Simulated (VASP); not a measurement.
# TaN (Fm-3m) in VASP: single point with LDA

Aim: the single point of TaN with LDA.

All numbers are computed with VASP 6.6.1; they aren't measurements. Logs are shortened: lines on timing, memory, paths and dates and some standing lists are left out, and cuts for length are marked.

### Step 1. The cell of the first run

The structure is cubic, space group Fm-3m (No. 225). The conventional cell has a = 4.358 Å, b = 4.358 Å, c = 4.358 Å, α = 90.00°, β = 90.00°, γ = 90.00°. Within 2.9 Å of Ta (site symmetry m-3m) lie 6 N at 2.18 Å. Within 2.9 Å of N (site symmetry m-3m) lie 6 Ta at 2.18 Å.

### Step 2. Single point, LDA

INCAR reads:

```
  PREC = Accurate
  ENCUT = 700
  EDIFF = 1E-6
  ISMEAR = -1
  SIGMA = 0.1
  LREAL = False
  LASPH = True
  NELM = 120
  ALGO = Normal
  ISIF = 2
  LWAVE = False
  LCHARG = False
  GGA = CA
  NBANDS = 16
  GGA_COMPAT = False
```

KPOINTS reads:

```
Automatic mesh
0
Gamma
  13 13 13
```

POSCAR reads:

```
TaN
1.0
    0.0000000000      2.1790000000      2.1790000000
    2.1790000000      0.0000000000      2.1790000000
    2.1790000000      2.1790000000      0.0000000000
Ta N
1 1
Direct
    0.5000000000      0.5000000000      0.5000000000
    0.0000000000      0.0000000000      0.0000000000
```

Potentials or basis: VASP PAW LDA potentials, release 64 (Ta_sv_GW, N).

Run with:

```
$ cat potpaw_LDA.64/Ta_sv_GW/POTCAR potpaw_LDA.64/N/POTCAR > POTCAR
$ mpirun -np 1 vasp_std > vasp.out
```

OUTCAR:

```text
PREC = Accurate
   ENCUT = 700
   EDIFF = 1E-6
   ISMEAR = -1
   LREAL = False
   LASPH = True
   NELM = 120
   ISIF = 2
   GGA = CA

 ion  position               nearest neighbor table
   1  0.500  0.500  0.500-   2 2.18   2 2.18   2 2.18   2 2.18   2 2.18   2 2.18
   2  0.000  0.000  0.000-   1 2.18   1 2.18   1 2.18   1 2.18   1 2.18   1 2.18

  LATTYP: Found a face centered cubic cell.
 ALAT       =     4.3580000000

  Lattice vectors:

 A1 = (   0.0000000000,   2.1790000000,   2.1790000000)
 A2 = (   2.1790000000,   0.0000000000,   2.1790000000)
 A3 = (   2.1790000000,   2.1790000000,   0.0000000000)

Analysis of symmetry for initial positions (statically):
=====================================================================
 Subroutine PRICEL returns:
 Original cell was already a primitive cell.

 Routine SETGRP: Setting up the symmetry group for a
 face centered cubic supercell.

 Subroutine GETGRP returns: Found 48 space group operations
 (whereof 48 operations were pure point group operations)
 out of a pool of 48 trial point group operations.

The static configuration has the point symmetry O_h .

Analysis of symmetry for dynamics (positions and initial velocities):
=====================================================================
 Subroutine PRICEL returns:
 Original cell was already a primitive cell.

 Routine SETGRP: Setting up the symmetry group for a
 face centered cubic supercell.

 Subroutine GETGRP returns: Found 48 space group operations
 (whereof 48 operations were pure point group operations)
 out of a pool of 48 trial point group operations.

The dynamic configuration has the point symmetry O_h .

 Subroutine INISYM returns: Found 48 space group operations
 (whereof 48 operations are pure point group operations),
 and found     1 'primitive' translations

----------------------------------------------------------------------------------------

                                     Primitive cell

  volume of cell :      20.6920

  direct lattice vectors                    reciprocal lattice vectors
     0.000000000  2.179000000  2.179000000    -0.229463056  0.229463056  0.229463056
     2.179000000  0.000000000  2.179000000     0.229463056 -0.229463056  0.229463056
     2.179000000  2.179000000  0.000000000     0.229463056  0.229463056 -0.229463056

  length of vectors
     3.081571352  3.081571352  3.081571352     0.397441672  0.397441672  0.397441672

  position of ions in fractional coordinates (direct lattice)
     0.500000000  0.500000000  0.500000000
     0.000000000  0.000000000  0.000000000

  ion indices of the primitive-cell ions
   primitive index   ion index
                 1           1
                 2           2

----------------------------------------------------------------------------------------

 KPOINTS: Automatic mesh

Automatic generation of k-mesh.
 Grid dimensions read from file:
 generate k-points for:   13   13   13

 Generating k-lattice:

  Cartesian coordinates                     Fractional coordinates (reciprocal lattice)
    -0.017651004  0.017651004  0.017651004     0.076923077  0.000000000  0.000000000
     0.017651004 -0.017651004  0.017651004     0.000000000  0.076923077  0.000000000
     0.017651004  0.017651004 -0.017651004     0.000000000  0.000000000  0.076923077

  Length of vectors
     0.030572436  0.030572436  0.030572436

  Shift w.r.t. Gamma in fractional coordinates (k-lattice)
     0.000000000  0.000000000  0.000000000

 Subroutine IBZKPT returns following result:
 ===========================================

 Found     84 irreducible k-points:

 Following reciprocal coordinates:
            Coordinates               Weight
  0.000000  0.000000  0.000000      1.000000
  0.076923  0.000000  0.000000      8.000000
  0.153846  0.000000  0.000000      8.000000
  0.230769  0.000000  0.000000      8.000000
  0.307692  0.000000  0.000000      8.000000
  0.384615  0.000000  0.000000      8.000000
[... 16 lines left out ...]
  0.384615  0.153846  0.000000     24.000000
  0.461538  0.153846  0.000000     24.000000
 [... further k-points ...]
   k-points           NKPTS =     84   k-points in BZ     NKDIM =     84   number of bands    NBANDS=     16
   number of dos      NEDOS =    301   number of ions     NIONS =      2
   total plane-waves  NPLWV =  21952
   dimension x,y,z NGX =    28 NGY =   28 NGZ =   28
   dimension x,y,z NGXF=    56 NGYF=   56 NGZF=   56
   ions per type =               1   1
   NGX,Y,Z   is equivalent  to a cutoff of  15.11, 15.11, 15.11 a.u.
   NGXF,Y,Z  is equivalent  to a cutoff of  30.21, 30.21, 30.21 a.u.
 SYSTEM =  unknown system
   PREC   = accura    normal or accurate (medium, high low for compatibility)
   ISTART =      0    job   : 0-new  1-cont  2-samecut
   ICHARG =      2    charge: 1-file 2-atom 10-const
   ISPIN  =      1    spin polarized calculation?
   LNONCOLLINEAR =      F non collinear calculations
   LSORBIT =      F    spin-orbit coupling
   LASPH  =      T    aspherical Exc in radial PAW
   ENCUT  =  700.0 eV  51.45 Ry    7.17 a.u.   6.65  6.65  6.65*2*pi/ulx,y,z
   NELM   =    120;   NELMIN=  2; NELMDL= -5     # of ELM steps
   EDIFF  = 0.1E-05   stopping-criterion for ELM
   LREAL  =      F    real-space projection
   EDIFFG = 0.1E-04   stopping-criterion for IOM
   NSW    =      0    number of steps for IOM
   IBRION =     -1    ionic relax: 0-MD 1-quasi-New 2-CG
   NFREE  =      0    steps in history (QN), initial steepest desc. (CG)
   ISIF   =      2    stress and relaxation
   ISYM   =      2    0-nonsym 1-usesym 2-fastsym
   POTIM  = 0.5000    time-step for ionic-motion
   TEBEG  =    0.0;   TEEND  =   0.0 temperature during run
   PSTRESS=    0.0 pullay stress
   NELECT =      18.0000    total number of electrons
   NUPDOWN=      -1.0000    fix difference up-down
   EMIN   =  10.00;   EMAX   =-10.00  energy-range for DOS
   EFERMI =   0.00;   METHOD = LEGACY
   ISMEAR =    -1;   SIGMA  =   0.10  broadening in eV -4-tet -1-fermi 0-gaus
   EFERMI_NEDOS =   21; number of points for ismear=-14 and -15
   IALGO  =     38    algorithm
   IMIX   =      4    mixing-type and parameters
     AMIX     =   0.40;   BMIX     =  1.00
     AMIX_MAG =   1.60;   BMIX_MAG =  1.00
  volume/ion in A,a.u.               =      10.35        69.82
  Fermi-wavevector in a.u.,A,eV,Ry     =   1.562782  2.953230 33.229345  2.442288
  Thomas-Fermi vector in A             =   2.665650
   LORBIT       =      0    0 simple, 1 ext, 2 COOP (PROOUT), +10 PAW based schemes
   GGA     = CA    functional components
   LHFCALC =     F    Hartree Fock is set to
   AEXX    =    0.0000 exact exchange contribution
   IVDW    =     0    specifies the selected vdW correction
   LEPSILON=     F    determine dielectric tensor
   LRPA    =     F    only Hartree local field effects (RPA)
 non-spin polarized calculation
  energy-cutoff  :      700.00
  volume of cell :       20.69
 maximum number of plane-waves:       893
   NGX = 13   NGY = 13   NGZ = 13

 number of electron      18.0000000 magnetization

 Free energy of the ion-electron system (eV)
  ---------------------------------------------------
  ext. energy  EPLUGINS =         0.00000000
  ---------------------------------------------------
  free energy    TOTEN  =       -26.68819019 eV

  energy without entropy =      -26.66594980  energy(sigma->0) =      -26.67706999

 E-fermi :  13.9296     XC(G=0): -14.2210

 val. band max:       13.9262615917   @ k =   0.0000   0.0000   0.0000
 cond. band min:      13.9743935954   @ k =  -0.2308   0.2308   0.0000
 fundamental gap:      0.0481320037
 Fermi energy:        13.9295514047

 k-point     1 :       0.0000    0.0000    0.0000
  band No.  band energies     occupation
      1     -55.1644      2.00000
      2     -21.5772      2.00000
      3     -21.5772      2.00000
      4     -21.5772      2.00000
      5      -4.8976      2.00000
      6      10.0695      2.00000
[... 8 lines left out ...]
     15      23.1725      0.00000
     16      38.6966      0.00000

 k-point     2 :       0.0769    0.0000    0.0000
  band No.  band energies     occupation
      1     -55.1606      2.00000
      2     -21.6372      2.00000
      3     -21.5826      2.00000
      4     -21.5826      2.00000
      5      -4.7442      2.00000
      6       9.3319      2.00000
[... 8 lines left out ...]
     15      23.6242      0.00000
     16      36.5346      0.00000

 k-point     3 :       0.1538    0.0000    0.0000
  band No.  band energies     occupation
      1     -55.1502      2.00000
      2     -21.8001      2.00000
      3     -21.5973      2.00000
      4     -21.5973      2.00000
      5      -4.3098      2.00000
      6       7.9666      2.00000
[... 8 lines left out ...]
     15      24.8255      0.00000
     16      33.7331      0.00000

 k-point     4 :       0.2308    0.0000    0.0000
  band No.  band energies     occupation
      1     -55.1353      2.00000
      2     -22.0217      2.00000
      3     -21.6180      2.00000
      4     -21.6180      2.00000
      5      -3.6638      2.00000
      6       6.5271      2.00000
[... 8 lines left out ...]
     15      26.1783      0.00000
     16      31.6812      0.00000
[... 324 lines left out ...]
 k-point    22 :       0.3077    0.1538    0.0000
  band No.  band energies     occupation
      1     -55.1202      2.00000
      2     -22.1107      2.00000
      3     -21.7065      2.00000
      4     -21.6954      2.00000
      5      -3.2990      2.00000
      6       5.5353      2.00000
[... 8 lines left out ...]
     15      27.1449      0.00000
     16      29.4493      0.00000

 k-point    23 :       0.3846    0.1538    0.0000
  band No.  band energies     occupation
      1     -55.1065      2.00000
      2     -22.2858      2.00000
      3     -21.7325      2.00000
      4     -21.7227      2.00000
      5      -2.7584      2.00000
      6       4.9316      2.00000
[... 8 lines left out ...]
     15      25.7852      0.00000
     16      28.4816      0.00000

 k-point    24 :       0.4615    0.1538    0.0000
  band No.  band energies     occupation
      1     -55.0963      2.00000
      2     -22.4111      2.00000
      3     -21.7733      2.00000
      4     -21.7242      2.00000
      5      -2.2980      2.00000
      6       4.4036      2.00000
[... 8 lines left out ...]
     15      24.7768      0.00000
     16      27.3495      0.00000

 [... further k-points ...]

------------------------ aborting loop because EDIFF is reached ----------------------------------------

  FORCE on cell =-STRESS in cart. coord.  units (eV):
  Direction    XX          YY          ZZ          XY          YZ          ZX
  --------------------------------------------------------------------------------------
  -------------------------------------------------------------------------------------
  Total       -0.1780436     -0.1780436     -0.1780436      0.0000000     -0.0000000      0.0000000
  in kB      -13.7859052    -13.7859052    -13.7859052      0.0000000     -0.0000000      0.0000000
  external PRESSURE =     -13.7859052 kB  Pullay stress =       0.0000000 kB

 VOLUME and BASIS-vectors are now :
 -----------------------------------------------------------------------------
  energy-cutoff  :      700.00
  volume of cell :       20.69
      direct lattice vectors                 reciprocal lattice vectors
     0.000000000  2.179000000  2.179000000    -0.229463056  0.229463056  0.229463056
     2.179000000  0.000000000  2.179000000     0.229463056 -0.229463056  0.229463056
     2.179000000  2.179000000  0.000000000     0.229463056  0.229463056 -0.229463056

 POSITION                                       TOTAL-FORCE (eV/Angst)
 -----------------------------------------------------------------------------------
      2.17900      2.17900      2.17900         0.000000     -0.000000     -0.000000
      0.00000      0.00000      0.00000        -0.000000      0.000000      0.000000
 -----------------------------------------------------------------------------------
    total drift:                                0.000000      0.000000      0.000000

  FREE ENERGIE OF THE ION-ELECTRON SYSTEM (eV)
  ---------------------------------------------------
  free  energy   TOTEN  =       -26.6881901906 eV

  energy  without entropy=      -26.6659497975  energy(sigma->0) =      -26.67706999
```

It took 27 s on 1 thread of AMD EPYC 9R45 (Zen 5), shared host; peak memory 0.15 GiB.

Results:

```yaml
Free_energy: -26.6882 eV
Pressure: -1.4 GPa
Band_gap_on_the_k_mesh: zero (bands 9 and 10 overlap by 4.04 eV)
```

Levels at points of the mesh, in eV from the Fermi level:
| k point | band 6 | band 7 | band 8 | band 9 | band 10 | band 11 | band 12 | band 13 |
| --- | --- | --- | --- | --- | --- | --- | --- | --- |
| (0.00, 0.00, 0.00) | -3.86 | -3.86 | -3.86 | -2.22 | -2.22 | -2.22 | 0.00 | 0.00 |

Caveat: spin-orbit coupling is left out, which moves the levels of the heavy elements.

The gap in the log of VASP goes by the Fermi energy; the results here count the filled bands.